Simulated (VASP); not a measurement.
Si:

```
Si
1.0
     0.00000    2.72212    2.69490
     2.72212    0.00000    2.69490
     2.72212    2.72212    0.00000
Si
2
Direct
  0.00000 0.00000 0.00000
  0.25000 0.25000 0.25000
```

This cell differs from its parent crystal: uniaxial z strain -1.0%.

Base run:

| Item | Value |
| --- | --- |
| Program | VASP 6.6.1 |
| Functional | HSE06 |
| Potentials or basis | VASP PAW PBE potentials, release 64 (Si) |
| Cutoff | 520 eV |
| k mesh | 6 × 6 × 6 |
| Occupations | gaussian, width 0.01 eV |
| Spin | no spin polarisation |

Its results: band gap on the k mesh 1.18 eV, indirect (least direct gap 3.25 eV); pressure 0.5 GPa.

**Question.** The run is repeated on the same cell with these changes: functional from HSE06 to PBE; k mesh from 6 × 6 × 6 to 4 × 4 × 4. What comes out?

**Answer.** Band gap on the k mesh 0.59 eV, indirect (least direct gap 2.48 eV); pressure 2.8 GPa.

Several settings changed at once, so the effect can't be laid on one alone.

Caveats: some runs use coarse meshes; the PAW data sets were made with another functional, which shifts forces and pressure a little (some runs).

A k mesh can miss the band edges.
